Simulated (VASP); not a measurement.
# SrCl2 (I4/mmm) in VASP: further runs

SrCl2 is run at these levels: PBE; tasks: single point.

Program: VASP 6.6.1. These are calculated values, not measurements. Logs are shortened: lines on timing, memory, paths and dates and some standing lists are left out, and cuts for length are marked.

## 1. The cell of the first run

The structure is tetragonal, space group I4/mmm (No. 139). Conventional cell: a = 4.871 Å, b = 4.871 Å, c = 7.464 Å, α = 90.00°, β = 90.00°, γ = 90.00°. Within 4.0 Å of Sr (site symmetry 4/mmm) lie 8 Cl at 3.07 Å. Within 4.0 Å of Cl (site symmetry -4m2) lie 4 Sr at 3.07 Å and 6 Cl at 3.44 to 3.73 Å.

## 2. Single point, PBE (29.52 Å³/atom)

Input file INCAR:

```
ALGO = Normal
EDIFF = 1E-6
ENCUT = 520
GGA = PE
ISIF = 2
ISMEAR = 0
LASPH = T
LCHARG = F
LREAL = F
LWAVE = F
NBANDS = 19
NELM = 80
PREC = Accurate
SIGMA = 0.05
```

Input file KPOINTS:

```
k-points
0
Gamma
  6 6 6
```

Input file POSCAR:

```
SrCl2
1.0
    0.0000000000      3.4445781291      3.7322004029
    3.4445781291      0.0000000000      3.7322004029
    3.4445781291      3.4445781291      0.0000000000
Sr Cl
1 2
Direct
    0.0000000000      0.0000000000      0.0000000000
    0.2500000000      0.2500000000      0.2500000000
    0.7500000000      0.7500000000      0.7500000000
```

Potentials or basis: VASP PAW PBE potentials, release 64 (Sr_sv, Cl).

Started as:

```
cat potpaw_PBE.64/Sr_sv/POTCAR potpaw_PBE.64/Cl/POTCAR > POTCAR
mpirun -np 1 vasp_std > vasp.out
```

OUTCAR:

```text
EDIFF = 1E-6
   ENCUT = 520
   GGA = PE
   ISIF = 2
   ISMEAR = 0
   LASPH = T
   LREAL = F
   NELM = 80
   PREC = Accurate

 ion  position               nearest neighbor table
   1  0.000  0.000  0.000-   3 3.07   3 3.07   3 3.07   2 3.07   3 3.07   2 3.07   2 3.07   2 3.07

   2  0.250  0.250  0.250-   1 3.07   1 3.07   1 3.07   1 3.07
   3  0.750  0.750  0.750-   1 3.07   1 3.07   1 3.07   1 3.07

  LATTYP: Found a body centered tetragonal cell.
 ALAT       =     4.8713691068
 C/A-ratio  =     1.5323003948

  Lattice vectors:

 A1 = (  -3.4445781291,   0.0000000000,   3.7322004029)
 A2 = (   3.4445781291,   0.0000000000,   3.7322004029)
 A3 = (   0.0000000000,   3.4445781291,  -3.7322004029)

Analysis of symmetry for initial positions (statically):
=====================================================================
 Subroutine PRICEL returns:
 Original cell was already a primitive cell.

 Routine SETGRP: Setting up the symmetry group for a
 body centered tetragonal supercell.

 Subroutine GETGRP returns: Found 16 space group operations
 (whereof 16 operations were pure point group operations)
 out of a pool of 16 trial point group operations.

The static configuration has the point symmetry D_4h.

Analysis of symmetry for dynamics (positions and initial velocities):
=====================================================================
 Subroutine PRICEL returns:
 Original cell was already a primitive cell.

 Routine SETGRP: Setting up the symmetry group for a
 body centered tetragonal supercell.

 Subroutine GETGRP returns: Found 16 space group operations
 (whereof 16 operations were pure point group operations)
 out of a pool of 16 trial point group operations.

The dynamic configuration has the point symmetry D_4h.

 Subroutine INISYM returns: Found 16 space group operations
 (whereof 16 operations are pure point group operations),
 and found     1 'primitive' translations

----------------------------------------------------------------------------------------

                                     Primitive cell

  volume of cell :      88.5660

  direct lattice vectors                    reciprocal lattice vectors
     0.000000000  3.444578129  3.732200403    -0.145155657  0.145155657  0.133969226
     3.444578129  0.000000000  3.732200403     0.145155657 -0.145155657  0.133969226
[... 80 lines left out ...]
   ICHARG =      2    charge: 1-file 2-atom 10-const
   ISPIN  =      1    spin polarized calculation?
   LNONCOLLINEAR =      F non collinear calculations
   LSORBIT =      F    spin-orbit coupling
   LASPH  =      T    aspherical Exc in radial PAW
   ENCUT  =  520.0 eV  38.22 Ry    6.18 a.u.   9.44  9.44  9.06*2*pi/ulx,y,z
   NELM   =     80;   NELMIN=  2; NELMDL= -5     # of ELM steps
   EDIFF  = 0.1E-05   stopping-criterion for ELM
   LREAL  =      F    real-space projection
   EDIFFG = 0.1E-04   stopping-criterion for IOM
   NSW    =      0    number of steps for IOM
   IBRION =     -1    ionic relax: 0-MD 1-quasi-New 2-CG
   NFREE  =      0    steps in history (QN), initial steepest desc. (CG)
   ISIF   =      2    stress and relaxation
   ISYM   =      2    0-nonsym 1-usesym 2-fastsym
   POTIM  = 0.5000    time-step for ionic-motion
   TEBEG  =    0.0;   TEEND  =   0.0 temperature during run
   PSTRESS=    0.0 pullay stress
   NELECT =      24.0000    total number of electrons
   NUPDOWN=      -1.0000    fix difference up-down
   EMIN   =  10.00;   EMAX   =-10.00  energy-range for DOS
   EFERMI =   0.00;   METHOD = LEGACY
   ISMEAR =     0;   SIGMA  =   0.05  broadening in eV -4-tet -1-fermi 0-gaus
   EFERMI_NEDOS =   21; number of points for ismear=-14 and -15
   IALGO  =     38    algorithm
   IMIX   =      4    mixing-type and parameters
     AMIX     =   0.40;   BMIX     =  1.00
     AMIX_MAG =   1.60;   BMIX_MAG =  1.00
  volume/ion in A,a.u.               =      29.52       199.22
  Fermi-wavevector in a.u.,A,eV,Ry     =   1.059391  2.001958 15.269942  1.122309
  Thomas-Fermi vector in A             =   2.194735
   LORBIT       =      0    0 simple, 1 ext, 2 COOP (PROOUT), +10 PAW based schemes
   GGA     = PE    functional components
   LHFCALC =     F    Hartree Fock is set to
   AEXX    =    0.0000 exact exchange contribution
   IVDW    =     0    specifies the selected vdW correction
   LEPSILON=     F    determine dielectric tensor
   LRPA    =     F    only Hartree local field effects (RPA)
 non-spin polarized calculation
 Gauss-broadening in eV      SIGMA  =   0.05
  energy-cutoff  :      520.00
  volume of cell :       88.57
 maximum number of plane-waves:      2405
 NGX is ok and might be reduce to    40
   NGX = 19   NGY = 19   NGZ = 19

 number of electron      24.0000002 magnetization

 Free energy of the ion-electron system (eV)
  ---------------------------------------------------
  ext. energy  EPLUGINS =         0.00000000
  ---------------------------------------------------
  free energy    TOTEN  =       -12.73349886 eV

  energy without entropy =      -12.73349886  energy(sigma->0) =      -12.73349886

 E-fermi :   0.4200     XC(G=0):  -8.1024

 val. band max:        0.0824237131   @ k =   0.5000   0.0000   0.5000
 cond. band min:       4.8947488451   @ k =   0.0000   0.0000   0.0000
 fundamental gap:      4.8123251319
 Fermi energy:         0.4199643513

 k-point     1 :       0.0000    0.0000    0.0000
  band No.  band energies     occupation
      1     -33.1641      2.00000
      2     -15.1449      2.00000
      3     -15.1449      2.00000
      4     -15.1183      2.00000
      5     -13.2809      2.00000
      6     -12.4862      2.00000
[... 505 lines left out ...]
      6     -12.6716      2.00000
[... 11 lines left out ...]
     18       8.6395      0.00000
     19       9.4000      0.00000

 [... further k-points ...]
[... 5 lines left out ...]
  --------------------------------------------------------------------------------------
  -------------------------------------------------------------------------------------
  Total        0.5054984      0.5054984     -1.6306200      0.0000000     -0.0000000      0.0000000
  in kB        9.1445702      9.1445702    -29.4982551      0.0000000     -0.0000000      0.0000000
  external PRESSURE =      -3.7363715 kB  Pullay stress =       0.0000000 kB

 VOLUME and BASIS-vectors are now :
 -----------------------------------------------------------------------------
  energy-cutoff  :      520.00
  volume of cell :       88.57
      direct lattice vectors                 reciprocal lattice vectors
     0.000000000  3.444578129  3.732200403    -0.145155657  0.145155657  0.133969226
     3.444578129  0.000000000  3.732200403     0.145155657 -0.145155657  0.133969226
     3.444578129  3.444578129  0.000000000     0.145155657  0.145155657 -0.133969226

 POSITION                                       TOTAL-FORCE (eV/Angst)
 -----------------------------------------------------------------------------------
      0.00000      0.00000      0.00000        -0.000000     -0.000000     -0.000000
      1.72229      1.72229      1.86610        -0.000000     -0.000000     -0.000000
      5.16687      5.16687      5.59830         0.000000      0.000000      0.000000
 -----------------------------------------------------------------------------------
    total drift:                               -0.000000     -0.000000      0.000000

  FREE ENERGIE OF THE ION-ELECTRON SYSTEM (eV)
  ---------------------------------------------------
  free  energy   TOTEN  =       -12.7334988575 eV

  energy  without entropy=      -12.7334988575  energy(sigma->0) =      -12.73349886
```

Run time: 48 s. Hardware: 1 thread of Intel Xeon Platinum 8259CL at 2.50GHz (Skylake/Cascade Lake), shared host; peak memory 0.24 GiB.

What came out:

| Property | Result |
| --- | --- |
| Free energy | -12.7335 eV |
| Pressure | -0.4 GPa |
| Band gap on the k mesh | 4.81 eV (least direct gap 5.11 eV) |

A k mesh can miss the band edges. Expect the measured gap to be larger: semilocal functionals such as PBE lack the derivative discontinuity.

## 3. Single point, PBE (29.52 Å³/atom)

Input file INCAR:

```
PREC = Accurate
ENCUT = 520
EDIFF = 1E-6
ISMEAR = 0
SIGMA = 0.05
LREAL = F
LASPH = T
NELM = 60
ALGO = Normal
ISIF = 2
LWAVE = F
LCHARG = F
GGA = PE
NBANDS = 19
```

Input file KPOINTS:

```
Automatic mesh
0
Gamma
  6 6 6
```

Input file POSCAR:

```
SrCl2
1.0
    0.0000000000      3.4631086644      3.6923664579
    3.4631086644      0.0000000000      3.6923664579
    3.4631086644      3.4631086644      0.0000000000
Sr Cl
1 2
Direct
    0.0000000000      0.0000000000      0.0000000000
    0.2500000000      0.2500000000      0.2500000000
    0.7500000000      0.7500000000      0.7500000000
```

Potentials or basis: VASP PAW PBE potentials, release 64 (Sr_sv, Cl).

Started as:

```
cat potpaw_PBE.64/Sr_sv/POTCAR potpaw_PBE.64/Cl/POTCAR > POTCAR
mpirun -np 1 vasp_std > vasp.out
```

OUTCAR:

```text
PREC = Accurate
   ENCUT = 520
   EDIFF = 1E-6
   ISMEAR = 0
   LREAL = F
   LASPH = T
   NELM = 60
   ISIF = 2
   GGA = PE

 ion  position               nearest neighbor table
   1  0.000  0.000  0.000-   3 3.07   3 3.07   3 3.07   2 3.07   3 3.07   2 3.07   2 3.07   2 3.07

   2  0.250  0.250  0.250-   1 3.07   1 3.07   1 3.07   1 3.07
   3  0.750  0.750  0.750-   1 3.07   1 3.07   1 3.07   1 3.07

  LATTYP: Found a body centered tetragonal cell.
 ALAT       =     4.8975752412
 C/A-ratio  =     1.5078345002

  Lattice vectors:
[... 196 lines left out ...]
      6     -12.5016      2.00000
[... 505 lines left out ...]
      6     -12.6819      2.00000
[... 11 lines left out ...]
     18       8.6336      0.00000
     19       9.4113      0.00000

 [... further k-points ...]
[... 5 lines left out ...]
  --------------------------------------------------------------------------------------
  -------------------------------------------------------------------------------------
  Total        0.3539427      0.3539427     -1.3491037      0.0000000      0.0000000      0.0000000
  in kB        6.4028965      6.4028965    -24.4055668      0.0000000      0.0000000      0.0000000
  external PRESSURE =      -3.8665913 kB  Pullay stress =       0.0000000 kB

 VOLUME and BASIS-vectors are now :
 -----------------------------------------------------------------------------
  energy-cutoff  :      520.00
  volume of cell :       88.57
      direct lattice vectors                 reciprocal lattice vectors
     0.000000000  3.463108664  3.692366458    -0.144378952  0.144378952  0.135414511
     3.463108664  0.000000000  3.692366458     0.144378952 -0.144378952  0.135414511
     3.463108664  3.463108664  0.000000000     0.144378952  0.144378952 -0.135414511

 POSITION                                       TOTAL-FORCE (eV/Angst)
 -----------------------------------------------------------------------------------
      0.00000      0.00000      0.00000        -0.000000     -0.000000      0.000000
      1.73155      1.73155      1.84618         0.000000      0.000000      0.000000
      5.19466      5.19466      5.53855        -0.000000     -0.000000      0.000000
 -----------------------------------------------------------------------------------
    total drift:                               -0.000000     -0.000000      0.000000

  FREE ENERGIE OF THE ION-ELECTRON SYSTEM (eV)
  ---------------------------------------------------
  free  energy   TOTEN  =       -12.7540731669 eV

  energy  without entropy=      -12.7540731669  energy(sigma->0) =      -12.75407317
```

OSZICAR:

```text
N       E                     dE             d eps       ncg     rms          rms(c)
DAV:   1     0.139947137780E+03    0.13995E+03   -0.11326E+04  1140   0.112E+03
DAV:   2    -0.344846372587E+01   -0.14340E+03   -0.13866E+03  1505   0.216E+02
DAV:   3    -0.128024284901E+02   -0.93540E+01   -0.93226E+01  1503   0.553E+01
DAV:   4    -0.130535013896E+02   -0.25107E+00   -0.25066E+00  1824   0.827E+00
DAV:   5    -0.130567406306E+02   -0.32392E-02   -0.32377E-02  1538   0.861E-01    0.117E+01
DAV:   6    -0.127368243142E+02    0.31992E+00   -0.64590E-01  1361   0.442E+00    0.758E+00
DAV:   7    -0.127429620607E+02   -0.61377E-02   -0.35758E-01  1552   0.355E+00    0.223E+00
DAV:   8    -0.127515322587E+02   -0.85702E-02   -0.53232E-02  1273   0.128E+00    0.384E-01
DAV:   9    -0.127525818828E+02   -0.10496E-02   -0.22762E-03  1476   0.270E-01    0.137E-01
DAV:  10    -0.127539635961E+02   -0.13817E-02   -0.10272E-03  1220   0.185E-01    0.339E-02
DAV:  11    -0.127540506777E+02   -0.87082E-04   -0.57806E-05  1517   0.429E-02    0.417E-02
DAV:  12    -0.127540711043E+02   -0.20427E-04   -0.20169E-05  1203   0.229E-02    0.346E-03
DAV:  13    -0.127540731837E+02   -0.20793E-05   -0.22296E-06  1409   0.809E-03    0.449E-03
DAV:  14    -0.127540731669E+02    0.16733E-07   -0.39304E-07   991   0.412E-03
   1 F= -.12754073E+02 E0= -.12754073E+02  d E =-.879314E-15
```

Wall time 50 s (1 thread of Intel Xeon Platinum 8259CL at 2.50GHz (Skylake/Cascade Lake), shared host); peak memory 0.24 GiB.

What came out:

```yaml
Free_energy: -12.7541 eV
Pressure: -0.4 GPa
Band_gap_on_the_k_mesh: 4.92 eV (least direct gap 5.22 eV)
```

[end of part 1 of 2]
